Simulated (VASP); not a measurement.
# Co (P6_3/mmc) in VASP: further runs

The runs below take Co through single point, with PBEsol, r2SCAN.

Program: VASP 6.6.1. These are calculated values, not measurements. Logs are shortened: lines on timing, memory, paths and dates and some standing lists are left out, and cuts for length are marked.

**1. The cell of the first run**

The structure is hexagonal, space group P6_3/mmc (No. 194). Conventional cell: a = 2.456 Å, b = 2.456 Å, c = 3.972 Å, α = 90.00°, β = 90.00°, γ = 120.00°. Within 3.2 Å of Co (site symmetry -6m2) lie 12 Co at 2.44 to 2.46 Å.

**2. Single point, PBEsol, collinear spin, ferromagnetic start**

Input file INCAR:

```
ALGO = Normal ; EDIFF = 1E-7
ENCUT = 520 ; GGA = PS
ISIF = 2 ; ISMEAR = -1
ISPIN = 2 ; LASPH = True
LCHARG = False ; LMAXMIX = 4
LORBIT = 11 ; LREAL = False
LWAVE = False ; MAGMOM = 1.6 1.6
NBANDS = 20 ; NELM = 150
PREC = Accurate ; SIGMA = 0.05
```

Input file KPOINTS:

```
k-points
0
Gamma
  12 12 7
```

Input file POSCAR:

```
Co
1.0
    2.4561320000      0.0000000000      0.0000000000
   -1.2280660000      2.1270730000      0.0000000000
    0.0000000000      0.0000000000      3.9718030000
Co
2
Direct
    0.3333330000      0.6666670000      0.2500000000
    0.6666670000      0.3333330000      0.7500000000
```

Potentials or basis: VASP PAW PBE potentials, release 64 (Co).

Command:

```console
$ cat potpaw_PBE.64/Co/POTCAR > POTCAR
$ mpirun -np 1 vasp_std > vasp.out
```

OUTCAR:

```text
EDIFF = 1E-7
   ENCUT = 520
   GGA = PS
   ISIF = 2
   ISMEAR = -1
   ISPIN = 2
   LASPH = True
   LORBIT = 11
   LREAL = False
   NELM = 150
   PREC = Accurate

 ion  position               nearest neighbor table
   1  0.333  0.667  0.250-   2 2.44   2 2.44   2 2.44   2 2.44   2 2.44   2 2.44
   2  0.667  0.333  0.750-   1 2.44   1 2.44   1 2.44   1 2.44   1 2.44   1 2.44

  LATTYP: Found a hexagonal cell.
 ALAT       =     2.4561320000
 C/A-ratio  =     1.6170967196

  Lattice vectors:

 A1 = (   2.4561320000,   0.0000000000,   0.0000000000)
 A2 = (  -1.2280660000,   2.1270730000,   0.0000000000)
 A3 = (   0.0000000000,   0.0000000000,   3.9718030000)

Analysis of symmetry for initial positions (statically):
=====================================================================
 Subroutine PRICEL returns:
 Original cell was already a primitive cell.

 Routine SETGRP: Setting up the symmetry group for a
 hexagonal supercell.

 Subroutine GETGRP returns: Found 24 space group operations
 (whereof 12 operations were pure point group operations)
 out of a pool of 24 trial point group operations.

The static configuration has the point symmetry D_3d.
 The point group associated with its full space group is D_6h.

Analysis of symmetry for dynamics (positions and initial velocities):
=====================================================================
 Subroutine PRICEL returns:
 Original cell was already a primitive cell.

 Routine SETGRP: Setting up the symmetry group for a
 hexagonal supercell.

 Subroutine GETGRP returns: Found 24 space group operations
 (whereof 12 operations were pure point group operations)
 out of a pool of 24 trial point group operations.

The dynamic configuration has the point symmetry D_3d.
 The point group associated with its full space group is D_6h.

Analysis of structural, dynamic, and magnetic symmetry:
=====================================================================
 Subroutine PRICEL returns:
 Original cell was already a primitive cell.

 Routine SETGRP: Setting up the symmetry group for a
 hexagonal supercell.

 Subroutine GETGRP returns: Found 24 space group operations
 (whereof 12 operations were pure point group operations)
 out of a pool of 24 trial point group operations.

The overall configuration has the point symmetry D_3d.
 The point group associated with its full space group is D_6h.

 Subroutine INISYM returns: Found 24 space group operations
 (whereof 12 operations are pure point group operations),
 and found     1 'primitive' translations

----------------------------------------------------------------------------------------

                                     Primitive cell

  volume of cell :      20.7502

  direct lattice vectors                    reciprocal lattice vectors
     2.456132000  0.000000000  0.000000000     0.407144241  0.235064805  0.000000000
    -1.228066000  2.127073000  0.000000000     0.000000000  0.470129610  0.000000000
     0.000000000  0.000000000  3.971803000     0.000000000  0.000000000  0.251774824

  length of vectors
     2.456132000  2.456132254  3.971803000     0.470129659  0.470129610  0.251774824

  position of ions in fractional coordinates (direct lattice)
     0.333333000  0.666667000  0.250000000
     0.666667000  0.333333000  0.750000000

  ion indices of the primitive-cell ions
   primitive index   ion index
                 1           1
                 2           2

----------------------------------------------------------------------------------------

 KPOINTS: k-points

Automatic generation of k-mesh.
 Grid dimensions read from file:
 generate k-points for:   12   12    7

 Generating k-lattice:

  Cartesian coordinates                     Fractional coordinates (reciprocal lattice)
     0.033928687  0.019588734  0.000000000     0.083333333  0.000000000  0.000000000
     0.000000000  0.039177468  0.000000000     0.000000000  0.083333333  0.000000000
     0.000000000  0.000000000  0.035967832     0.000000000  0.000000000  0.142857143

  Length of vectors
     0.039177472  0.039177468  0.035967832

  Shift w.r.t. Gamma in fractional coordinates (k-lattice)
     0.000000000  0.000000000  0.000000000

 Subroutine IBZKPT returns following result:
 ===========================================

 Found     76 irreducible k-points:

 Following reciprocal coordinates:
            Coordinates               Weight
  0.000000  0.000000  0.000000      1.000000
  0.083333 -0.000000  0.000000      6.000000
  0.166667 -0.000000  0.000000      6.000000
  0.250000 -0.000000  0.000000      6.000000
  0.333333 -0.000000  0.000000      6.000000
  0.416667 -0.000000  0.000000      6.000000
[... 16 lines left out ...]
  0.250000 -0.000000  0.142857     12.000000
  0.333333 -0.000000  0.142857     12.000000
 [... further k-points ...]
   k-points           NKPTS =     76   k-points in BZ     NKDIM =     76   number of bands    NBANDS=     20
   number of dos      NEDOS =    301   number of ions     NIONS =      2
   total plane-waves  NPLWV =   9720
   dimension x,y,z NGX =    18 NGY =   18 NGZ =   30
   dimension x,y,z NGXF=    36 NGYF=   36 NGZF=   60
   ions per type =               2
   NGX,Y,Z   is equivalent  to a cutoff of  12.18, 12.18, 12.56 a.u.
   NGXF,Y,Z  is equivalent  to a cutoff of  24.37, 24.37, 25.11 a.u.
 SYSTEM =  unknown system
   PREC   = accura    normal or accurate (medium, high low for compatibility)
   ISTART =      0    job   : 0-new  1-cont  2-samecut
   ICHARG =      2    charge: 1-file 2-atom 10-const
   ISPIN  =      2    spin polarized calculation?
   LNONCOLLINEAR =      F non collinear calculations
   LSORBIT =      F    spin-orbit coupling
   LASPH  =      T    aspherical Exc in radial PAW
   ENCUT  =  520.0 eV  38.22 Ry    6.18 a.u.   4.57  4.57  7.38*2*pi/ulx,y,z
   NELM   =    150;   NELMIN=  2; NELMDL= -5     # of ELM steps
   EDIFF  = 0.1E-06   stopping-criterion for ELM
   LREAL  =      F    real-space projection
   EDIFFG = 0.1E-05   stopping-criterion for IOM
   NSW    =      0    number of steps for IOM
   IBRION =     -1    ionic relax: 0-MD 1-quasi-New 2-CG
   NFREE  =      0    steps in history (QN), initial steepest desc. (CG)
   ISIF   =      2    stress and relaxation
   ISYM   =      2    0-nonsym 1-usesym 2-fastsym
   POTIM  = 0.5000    time-step for ionic-motion
   TEBEG  =    0.0;   TEEND  =   0.0 temperature during run
   PSTRESS=    0.0 pullay stress
   NELECT =      18.0000    total number of electrons
   NUPDOWN=      -1.0000    fix difference up-down
   EMIN   =  10.00;   EMAX   =-10.00  energy-range for DOS
   EFERMI =   0.00;   METHOD = LEGACY
   ISMEAR =    -1;   SIGMA  =   0.05  broadening in eV -4-tet -1-fermi 0-gaus
   EFERMI_NEDOS =   21; number of points for ismear=-14 and -15
   IALGO  =     38    algorithm
   IMIX   =      4    mixing-type and parameters
     AMIX     =   0.40;   BMIX     =  1.00
     AMIX_MAG =   1.60;   BMIX_MAG =  1.00
  volume/ion in A,a.u.               =      10.38        70.01
  Fermi-wavevector in a.u.,A,eV,Ry     =   1.561319  2.950466 33.167167  2.437718
  Thomas-Fermi vector in A             =   2.664402
   LORBIT       =     11    0 simple, 1 ext, 2 COOP (PROOUT), +10 PAW based schemes
   GGA     = PS    functional components
   LHFCALC =     F    Hartree Fock is set to
   AEXX    =    0.0000 exact exchange contribution
   IVDW    =     0    specifies the selected vdW correction
   LEPSILON=     F    determine dielectric tensor
   LRPA    =     F    only Hartree local field effects (RPA)
 spin polarized calculation
  energy-cutoff  :      520.00
  volume of cell :       20.75
 maximum number of plane-waves:       574
   NGX =  9   NGY =  9   NGZ = 15

 number of electron      17.9999973 magnetization       3.1182274

 Free energy of the ion-electron system (eV)
  ---------------------------------------------------
  ext. energy  EPLUGINS =         0.00000000
  ---------------------------------------------------
  free energy    TOTEN  =       -15.47536718 eV

  energy without entropy =      -15.45970274  energy(sigma->0) =      -15.46753496

 E-fermi :  10.7084     XC(G=0): -13.8456

 val. band max:       10.7005206814   @ k =   0.2500  -0.0000   0.0000
 cond. band min:      10.7210267294   @ k =   0.2500  -0.0000   0.0000
 fundamental gap:      0.0205060480
 Fermi energy:        10.7084133845

 spin component 1

 k-point     1 :       0.0000    0.0000    0.0000
  band No.  band energies     occupation
      1       1.4776      1.00000
      2       5.3591      1.00000
      3       8.0654      1.00000
      4       8.0917      1.00000
      5       8.0917      1.00000
      6       8.4307      1.00000
[... 12 lines left out ...]
     19      37.3352      0.00000
     20      37.3352      0.00000
[... 507 lines left out ...]
 k-point    24 :       0.3333   -0.0000    0.1429
  band No.  band energies     occupation
      1       4.8109      1.00000
      2       6.1508      1.00000
      3       6.5484      1.00000
      4       7.3495      1.00000
      5       8.1404      1.00000
      6       8.1854      1.00000
[... 12 lines left out ...]
     19      34.4997      0.00000
     20      36.1742      0.00000

 [... further k-points ...]

 spin component 2

 k-point     1 :       0.0000    0.0000    0.0000
  band No.  band energies     occupation
      1       1.5446      1.00000
      2       6.2905      1.00000
      3       9.6370      1.00000
      4       9.6577      1.00000
      5       9.6577      1.00000
      6      10.0493      1.00000
[... 12 lines left out ...]
     19      37.6807      0.00000
     20      37.6807      0.00000
[... 507 lines left out ...]
 k-point    24 :       0.3333   -0.0000    0.1429
  band No.  band energies     occupation
      1       5.1148      1.00000
      2       7.2956      1.00000
      3       7.6649      1.00000
      4       8.5765      1.00000
      5       9.5625      1.00000
      6       9.7810      1.00000
[... 12 lines left out ...]
     19      34.9308      0.00000
     20      36.5405      0.00000

 [... further k-points ...]
[... 5 lines left out ...]
  --------------------------------------------------------------------------------------
  -------------------------------------------------------------------------------------
  Total       -0.1091141     -0.1091141     -0.2213099      0.0000000     -0.0000000     -0.0000000
  in kB       -8.4249954     -8.4249977    -17.0879382      0.0000000     -0.0000000     -0.0000000
  external PRESSURE =     -11.3126438 kB  Pullay stress =       0.0000000 kB

 VOLUME and BASIS-vectors are now :
 -----------------------------------------------------------------------------
  energy-cutoff  :      520.00
  volume of cell :       20.75
      direct lattice vectors                 reciprocal lattice vectors
     2.456132000  0.000000000  0.000000000     0.407144241  0.235064805  0.000000000
    -1.228066000  2.127073000  0.000000000     0.000000000  0.470129610  0.000000000
     0.000000000  0.000000000  3.971803000     0.000000000  0.000000000  0.251774824

 POSITION                                       TOTAL-FORCE (eV/Angst)
 -----------------------------------------------------------------------------------
     -0.00000      1.41805      0.99295        -0.000000     -0.000000      0.000000
      1.22807      0.70902      2.97885         0.000000      0.000000      0.000000
 -----------------------------------------------------------------------------------
    total drift:                                0.000004     -0.000002     -0.000029

  FREE ENERGIE OF THE ION-ELECTRON SYSTEM (eV)
  ---------------------------------------------------
  free  energy   TOTEN  =       -15.4753671765 eV

  energy  without entropy=      -15.4597027401  energy(sigma->0) =      -15.46753496

 total charge

# of ion       s       p       d       tot
------------------------------------------
    1        0.508   0.565   7.290   8.362
    2        0.508   0.565   7.290   8.362
--------------------------------------------------
tot          1.015   1.129  14.580  16.725

 magnetization (x)

# of ion       s       p       d       tot
------------------------------------------
    1       -0.015  -0.051   1.632   1.566
    2       -0.015  -0.051   1.632   1.566
--------------------------------------------------
tot         -0.030  -0.101   3.264   3.132
```

It took 56 s on 1 thread of Intel Xeon 6975P-C, shared host; peak memory 0.17 GiB.

Results:

```yaml
Free_energy: -15.4754 eV
Pressure: -1.1 GPa
Net_moment: 3.12 μB per cell
Site_moments: Co +1.57 μB
Valence_electrons_inside_the_program's_atomic_spheres: Co 8.36
```

Stress tensor (GPa, compression positive):
```
-0.84  0.00  0.00
 0.00 -0.84  0.00
 0.00  0.00 -1.71
```

Caveat: the PAW data sets were made with another functional, which shifts forces and pressure a little.

**3. Single point, r2SCAN, collinear spin, ferromagnetic start**

POSCAR is that of step 2.

Input file INCAR.step1:

```
SYSTEM = Co
  PREC = Accurate
  ENCUT = 520
  ISMEAR = -1
  SIGMA = 0.05
  LREAL = .FALSE.
  LASPH = .TRUE.
  NELM = 150
  ISPIN = 2
  MAGMOM = 1.6 1.6
  LMAXMIX = 4
  NBANDS = 20
  GGA = PE
  ALGO = Normal
  EDIFF = 1E-4
  LWAVE = .TRUE.
  LCHARG = .FALSE.
```

Input file INCAR.step2:

```
SYSTEM = Co
  PREC = Accurate
  ENCUT = 520
  EDIFF = 1E-7
  ISMEAR = -1
  SIGMA = 0.05
  LREAL = .FALSE.
  LASPH = .TRUE.
  NELM = 150
  ALGO = Normal
  ISIF = 2
  LWAVE = .FALSE.
  LCHARG = .FALSE.
  ISPIN = 2
  MAGMOM = 1.6 1.6
  LORBIT = 11
  LMAXMIX = 4
  METAGGA = R2SCAN
  LMIXTAU = .TRUE.
  NBANDS = 20
  ISTART = 1
```

Input file KPOINTS:

```
Automatic mesh
0
G
  12 12 7
  0 0 0
```

Potentials or basis: VASP PAW PBE potentials, release 64 (Co).

Command:

```console
$ cat potpaw_PBE.64/Co/POTCAR > POTCAR
$ cp INCAR.step1 INCAR
$ mpirun -np 1 vasp_std > vasp.out
$ cp INCAR.step2 INCAR
$ mpirun -np 1 vasp_std > vasp.out
```

It took 3 min on 1 thread of Intel Xeon 6975P-C, shared host; peak memory 0.17 GiB.

It converged, with:

* Free energy: -26.4132 eV
* Pressure: 5.8 GPa
* Net moment: 3.46 μB per cell
* Site moments: Co +1.78 μB
* Valence electrons inside the program's atomic spheres: Co 8.39

Stress tensor (GPa, compression positive):
```
5.35 0.00 0.00
0.00 5.35 0.00
0.00 0.00 6.77
```

Levels at points of the mesh, in eV from the Fermi level:
Spin up:
```tsv
k point	band 7	band 8	band 9	band 10	band 11	band 12	band 13	band 14	band 15	band 16
(0.00, 0.00, 0.00)	-3.07	-2.73	-2.73	-1.56	-1.56	-0.24	6.60	23.09	26.10	26.10
(0.50, 0.00, 0.00)	-2.93	-1.40	-1.32	-1.24	1.01	3.29	10.16	10.98	13.19	14.79
```
Spin down:
| k point | band 5 | band 6 | band 7 | band 8 | band 9 | band 10 |
| --- | --- | --- | --- | --- | --- | --- |
| (0.00, 0.00, 0.00) | -0.95 | -0.76 | -0.53 | -0.53 | -0.03 | -0.03 |
| (0.50, 0.00, 0.00) | -1.12 | -1.11 | -0.63 | 1.45 | 1.62 | 1.64 |

Caveat: the PAW data sets were made with another functional, which shifts forces and pressure a little.
